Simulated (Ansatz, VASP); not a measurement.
## One calculation of SiGe5, two programs

Contents of POSCAR:

```
SiGe5
1.0
    3.9441007613      0.0000000000      0.0000000000
   -1.9720503807      3.4156914544      0.0000000000
    0.0000000000      0.0000000000      9.6315571629
Si Ge
1 5
Direct
    0.0000000000      0.0000000000     -0.0000873144
    0.6666666667      0.3333333333      0.6680960126
    0.3333333333      0.6666666667      0.3315525354
    0.6666666667      0.3333333333      0.9207788447
    0.3333333333      0.6666666667      0.5833341071
    0.0000000000      0.0000000000      0.2463258147
```

Contents of INCAR.step1:

```
ALGO = Normal ; EDIFF = 1E-4
ENCUT = 520 ; GGA = PE
ISMEAR = 0 ; LASPH = True
LCHARG = False ; LREAL = False
LWAVE = True ; NBANDS = 46
NELM = 60 ; PREC = Accurate
SIGMA = 0.01
```

Contents of INCAR.step2:

```
ALGO = Normal ; EDIFF = 1E-6
ENCUT = 520 ; ISIF = 2
ISMEAR = 0 ; ISTART = 1
LASPH = True ; LCHARG = False
LMIXTAU = True ; LREAL = False
LWAVE = False ; METAGGA = R2SCAN
NBANDS = 46 ; NELM = 60
PREC = Accurate ; SIGMA = 0.01
```

File KPOINTS:

```
k-points
0
Gamma
  6 6 2
```

Input for Ansatz:

```yaml
crystal:
  lattice:
    - [3.9441007613, 0.0, 0.0]
    - [-1.9720503807, 3.4156914544, 0.0]
    - [0.0, 0.0, 9.6315571629]
  atoms:
    - { symbol: Si, position: [0.0, 0.0, -8.73144e-05] }
    - { symbol: Ge, position: [0.6666666667, 0.3333333333, 0.6680960126] }
    - { symbol: Ge, position: [0.3333333333, 0.6666666667, 0.3315525354] }
    - { symbol: Ge, position: [0.6666666667, 0.3333333333, 0.9207788447] }
    - { symbol: Ge, position: [0.3333333333, 0.6666666667, 0.5833341071] }
    - { symbol: Ge, position: [0.0, 0.0, 0.2463258147] }
kpoints:
  mp_grid: { grid: [6, 6, 2] }
hamiltonian:
  xc: r2scan
scf:
  occupations: { method: fixed }
  n_extra_bands: 5
output:
  forces: true
  stress: true
  eigenvalues: true
```

Alike in both runs: task single point; functional r2SCAN; k mesh 6 × 6 × 2; no spin polarisation.

```csv
,VASP,Ansatz
version,VASP 6.6.1,Ansatz 0.2.0
potentials or method,"VASP PAW PBE potentials, release 64 (Si, Ge_d)","plane waves, PAW"
plane-wave cutoff (eV),520,500
occupations,"gaussian, width 0.01 eV",fixed
valence electrons in the cell,74,74
```

```csv
,VASP,Ansatz,Ansatz less VASP
gap on the k mesh at the Fermi level (eV),0.73,0.75,+0.019
pressure (GPa),2.5,2.5,-0.03
rms of the force components (eV/Å),0.008,0.006,-0.0024
```

VASP's potentials were made for PBE, not for r2SCAN. Atom by atom the forces differ by 0.005 eV/Å (rms over components).
